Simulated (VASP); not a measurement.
# GaN (I-4m2) in VASP: a series of runs, part 3 of 3

VASP 6.6.1.

## (5) Single point, r2SCAN (strain +0.050 along x and y, +0.025 along z)

The input, POSCAR:

```
GaN
1.0
    0.0000000000      2.3661756379      2.3098381227
    2.3661756379      0.0000000000      2.3098381227
    2.3661756379      2.3661756379      0.0000000000
Ga N
1 1
Direct
    0.0000000000      0.0000000000      0.0000000000
    0.7500000000      0.7500000000      0.7500000000
```

The input, INCAR.step1:

```
PREC = Accurate
ENCUT = 520
ISMEAR = 0
SIGMA = 0.05
LREAL = False
LASPH = True
NELM = 100
NBANDS = 16
GGA = PE
ALGO = Normal
EDIFF = 1E-4
LWAVE = True
LCHARG = False
```

The input, INCAR.step2:

```
PREC = Accurate
ENCUT = 520
EDIFF = 1E-7
ISMEAR = 0
SIGMA = 0.05
LREAL = False
LASPH = True
NELM = 100
ALGO = Normal
ISIF = 2
LWAVE = False
LCHARG = True
METAGGA = R2SCAN
LMIXTAU = True
LELF = True
LVHAR = True
NBANDS = 16
ISTART = 1
```

The input, KPOINTS:

```
Automatic mesh
0
Gamma
  10 10 10
```

Potentials or basis: VASP PAW PBE potentials, release 64 (Ga_d, N).

Command:

```
$ cat potpaw_PBE.64/Ga_d/POTCAR potpaw_PBE.64/N/POTCAR > POTCAR
$ cp INCAR.step1 INCAR
$ mpirun -np 1 vasp_std > vasp.out
$ cp INCAR.step2 INCAR
$ mpirun -np 1 vasp_std > vasp.out
```

OUTCAR:

```text
PREC = Accurate
   ENCUT = 520
   EDIFF = 1E-7
   ISMEAR = 0
   LREAL = False
   LASPH = True
   NELM = 100
   ISIF = 2
   METAGGA = R2SCAN
   ISTART = 1

 ion  position               nearest neighbor table
   1  0.000  0.000  0.000-   2 2.03   2 2.03   2 2.03   2 2.03
   2  0.750  0.750  0.750-   1 2.03   1 2.03   1 2.03   1 2.03

  LATTYP: Found a body centered tetragonal cell.
 ALAT       =     3.3462776781
 C/A-ratio  =     1.3805418109

  Lattice vectors:

 A1 = (   0.0000000000,  -2.3661756379,  -2.3098381227)
 A2 = (   0.0000000000,   2.3661756379,  -2.3098381227)
 A3 = (   2.3661756379,   0.0000000000,   2.3098381227)

Analysis of symmetry for initial positions (statically):
=====================================================================
 Subroutine PRICEL returns:
 Original cell was already a primitive cell.

 Routine SETGRP: Setting up the symmetry group for a
 body centered tetragonal supercell.

 Subroutine GETGRP returns: Found  8 space group operations
 (whereof  8 operations were pure point group operations)
 out of a pool of 16 trial point group operations.

The static configuration has the point symmetry D_2d.

Analysis of symmetry for dynamics (positions and initial velocities):
=====================================================================
 Subroutine PRICEL returns:
 Original cell was already a primitive cell.

 Routine SETGRP: Setting up the symmetry group for a
 body centered tetragonal supercell.

 Subroutine GETGRP returns: Found  8 space group operations
 (whereof  8 operations were pure point group operations)
 out of a pool of 16 trial point group operations.

The dynamic configuration has the point symmetry D_2d.

 Subroutine INISYM returns: Found  8 space group operations
 (whereof  8 operations are pure point group operations),
 and found     1 'primitive' translations

----------------------------------------------------------------------------------------

[... 113 lines left out ...]
  volume/ion in A,a.u.               =      12.93        87.27
  Fermi-wavevector in a.u.,A,eV,Ry     =   1.450765  2.741549 28.636454  2.104720
  Thomas-Fermi vector in A             =   2.568340
   LORBIT       =      0    0 simple, 1 ext, 2 COOP (PROOUT), +10 PAW based schemes
   METAGGA = R2SCAN    functional components
   LHFCALC =     F    Hartree Fock is set to
   AEXX    =    0.0000 exact exchange contribution
   IVDW    =     0    specifies the selected vdW correction
   LEPSILON=     F    determine dielectric tensor
   LRPA    =     F    only Hartree local field effects (RPA)
 non-spin polarized calculation
 Gauss-broadening in eV      SIGMA  =   0.05
  energy-cutoff  :      520.00
  volume of cell :       25.86
 maximum number of plane-waves:       714
 NGX is ok and might be reduce to    28
   NGX = 13   NGY = 13   NGZ = 13

 number of electron      18.0000006 magnetization

 Free energy of the ion-electron system (eV)
  ---------------------------------------------------
  ext. energy  EPLUGINS =         0.00000000
  ---------------------------------------------------
  free energy    TOTEN  =       -21.70378812 eV

  energy without entropy =      -21.70378812  energy(sigma->0) =      -21.70378812

 E-fermi :   4.1556     XC(G=0): -11.9328

 val. band max:        3.8432410447   @ k =   0.0000   0.0000   0.0000
 cond. band min:       5.0800252146   @ k =   0.0000   0.0000   0.0000
 fundamental gap:      1.2367841699
 Fermi energy:         4.1556393649

 k-point     1 :       0.0000    0.0000    0.0000
  band No.  band energies     occupation
      1     -11.9811      2.00000
      2     -10.0357      2.00000
      3     -10.0357      2.00000
      4     -10.0154      2.00000
      5      -9.7921      2.00000
      6      -9.7888      2.00000
[... 433 lines left out ...]
      3      -9.8722      2.00000
      4      -9.8683      2.00000
      5      -9.7409      2.00000
      6      -8.7916      2.00000
[... 8 lines left out ...]
     15      25.0169      0.00000
     16      25.5619      0.00000

 [... further k-points ...]

------------------------ aborting loop because EDIFF is reached ----------------------------------------

  FORCE on cell =-STRESS in cart. coord.  units (eV):
  Direction    XX          YY          ZZ          XY          YZ          ZX
  --------------------------------------------------------------------------------------
  -------------------------------------------------------------------------------------
  Total       -3.1373034     -3.1373034     -2.6462649      0.0000000      0.0000000      0.0000000
  in kB     -194.3397371   -194.3397371   -163.9224385      0.0000000      0.0000000      0.0000000
  external PRESSURE =    -184.2006376 kB  Pullay stress =       0.0000000 kB

 VOLUME and BASIS-vectors are now :
 -----------------------------------------------------------------------------
  energy-cutoff  :      520.00
  volume of cell :       25.86
      direct lattice vectors                 reciprocal lattice vectors
     0.000000000  2.366175638  2.309838123    -0.211311448  0.211311448  0.216465386
     2.366175638  0.000000000  2.309838123     0.211311448 -0.211311448  0.216465386
     2.366175638  2.366175638  0.000000000     0.211311448  0.211311448 -0.216465386

 POSITION                                       TOTAL-FORCE (eV/Angst)
 -----------------------------------------------------------------------------------
      0.00000      0.00000      0.00000         0.000000      0.000000      0.000000
      3.54926      3.54926      3.46476        -0.000000     -0.000000      0.000000
 -----------------------------------------------------------------------------------
    total drift:                               -0.000028     -0.000028     -0.000027

  FREE ENERGIE OF THE ION-ELECTRON SYSTEM (eV)
  ---------------------------------------------------
  free  energy   TOTEN  =       -21.7037881181 eV

  energy  without entropy=      -21.7037881181  energy(sigma->0) =      -21.70378812
```

OSZICAR.step1:

```text
N       E                     dE             d eps       ncg     rms          rms(c)
DAV:   1     0.868654526812E+02    0.86865E+02   -0.94485E+03  3568   0.195E+03
DAV:   2    -0.708512014345E+01   -0.93951E+02   -0.87322E+02  3760   0.334E+02
DAV:   3    -0.137918751516E+02   -0.67068E+01   -0.66736E+01  3832   0.739E+01
DAV:   4    -0.138746627840E+02   -0.82788E-01   -0.82774E-01  4136   0.899E+00
DAV:   5    -0.138758271091E+02   -0.11643E-02   -0.11643E-02  4040   0.939E-01    0.733E+00
DAV:   6    -0.120669647027E+02    0.18089E+01   -0.50974E+00  4912   0.364E+01    0.275E+00
DAV:   7    -0.120566803814E+02    0.10284E-01   -0.28075E-01  3544   0.714E+00    0.173E+00
DAV:   8    -0.120536374232E+02    0.30430E-02   -0.89285E-02  3440   0.309E+00    0.100E+00
DAV:   9    -0.120477115203E+02    0.59259E-02   -0.12173E-02  4224   0.207E+00    0.364E-01
DAV:  10    -0.120481478539E+02   -0.43633E-03   -0.16745E-03  3592   0.344E-01    0.246E-01
DAV:  11    -0.120480893929E+02    0.58461E-04   -0.19727E-04  3200   0.297E-01
   1 F= -.12048089E+02 E0= -.12048089E+02  d E =-.662100E-16
```

Wall time 1.8 min (1 thread of Intel Xeon 6975P-C (Granite Rapids), shared host); peak memory 0.19 GiB.

What came out:

- Free energy: -21.7038 eV
- Pressure: -18.4 GPa
- Band gap on the k mesh: 1.24 eV

Caveat: the cell differs from its parent crystal (strain +0.050 along x and y, +0.025 along z); the cell stands under tension; the PAW data sets were made with another functional, which shifts forces and pressure a little.

## (6) Overview

```csv
cell,gap on the mesh (eV),pressure (GPa)
"a = 3.268, b = 3.268, c = 3.187 Å, angles 60.8, 60.8, 58.4°, 2 atoms",1.70,-8.9
"a = 3.227, b = 3.227, c = 3.267 Å, angles 59.6, 59.6, 60.8°, 2 atoms",1.72,-8.7
"a = 3.307, b = 3.307, c = 3.267 Å, angles 60.4, 60.4, 59.2°, 2 atoms",1.43,-15.6
"a = 3.307, b = 3.307, c = 3.346 Å, angles 59.6, 59.6, 60.8°, 2 atoms",1.24,-18.4
```

Alike in all rows: task single point; level r2SCAN; potentials or basis VASP PAW PBE potentials, release 64 (Ga_d, N); no spin polarisation; k mesh 10 × 10 × 10; cutoff (eV) 520; smearing gaussian 0.05 eV.

Caveats: the cell stands under tension; the PAW data sets were made with another functional, which shifts forces and pressure a little.

Total energies depend on the potentials used, so only differences within one code and one set of settings carry meaning.
